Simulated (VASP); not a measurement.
Write the native input for VASP 6.6.1 that does the following.

```
Task                   : single point
Functional             : PBE
Potentials or basis    : VASP PAW PBE potentials, release 64 (Ta_pv, As, Au, O)
Cutoff                 : 520 eV
k mesh                 : 5 × 5 × 3
Occupations            : fermi-dirac, width 0.05 eV
Spin                   : no spin polarisation
Dipole correction      : no
Further INCAR settings : LREAL = Auto; ALGO = Normal; EDIFF = 1e-07; NBANDS = 84
```

The structure of Ta3AsAu2O13 lies in POSCAR:

```
Ta3AsAu2O13
1.0
    5.4520400000      0.0000000000      0.0000000000
   -2.7260200000      4.7216100000      0.0000000000
    0.0000000000      0.0000000000      9.5790200000
Ta As Au O
3 1 2 13
Direct
    0.0000000000      0.0000000000      0.1940800000
    0.0000000000      0.0000000000      0.8059200000
    0.6666700000      0.3333300000      0.0000000000
    0.0000000000      0.0000000000      0.5000000000
    0.3333300000      0.6666700000      0.2742800000
    0.3333300000      0.6666700000      0.7257200000
    0.0000000000      0.0000000000      0.0000000000
    0.2394700000      0.9712900000      0.3640200000
    0.0287100000      0.2681800000      0.3640200000
    0.7318200000      0.7605300000      0.3640200000
    0.2394700000      0.9712900000      0.6359800000
    0.0287100000      0.2681800000      0.6359800000
    0.7318200000      0.7605300000      0.6359800000
    0.3845200000      0.3342500000      0.8584400000
    0.6657500000      0.0502600000      0.8584400000
    0.9497400000      0.6154800000      0.8584400000
    0.3845200000      0.3342500000      0.1415600000
    0.6657500000      0.0502600000      0.1415600000
    0.9497400000      0.6154800000      0.1415600000
```

These files were run (other wordings do the same):

INCAR

```
SYSTEM = Ta3AsAu2O13
ALGO = Normal
EDIFF = 1E-7
ENCUT = 520
GGA = PE
ISIF = 2
ISMEAR = -1
LASPH = .TRUE.
LCHARG = .TRUE.
LELF = .TRUE.
LREAL = Auto
LVHAR = .TRUE.
LWAVE = .FALSE.
NBANDS = 84
NELM = 80
PREC = Accurate
SIGMA = 0.05
```

KPOINTS

```
k-points
0
G
  5 5 3
  0 0 0
```

Potentials or basis: VASP PAW PBE potentials, release 64 (Ta_pv, As, Au, O).

Launch:

```bash
$ cat potpaw_PBE.64/Ta_pv/POTCAR potpaw_PBE.64/As/POTCAR potpaw_PBE.64/Au/POTCAR potpaw_PBE.64/O/POTCAR > POTCAR
$ mpirun -np 1 vasp_std > vasp.out
```

Results of the run:

The pressure is 0.4 GPa. The largest force is 0.301 eV/Å. The band gap on the k mesh is zero (band 69 reaches 3.01 eV, above the bottom of band 70 at 2.98 eV).

Caveat: spin-orbit coupling is left out, which moves the levels of the heavy elements.

Run time: 32 min on 1 thread of Oxide Virtual Turin-like Processor, on a shared host, peak memory 0.53 GiB.
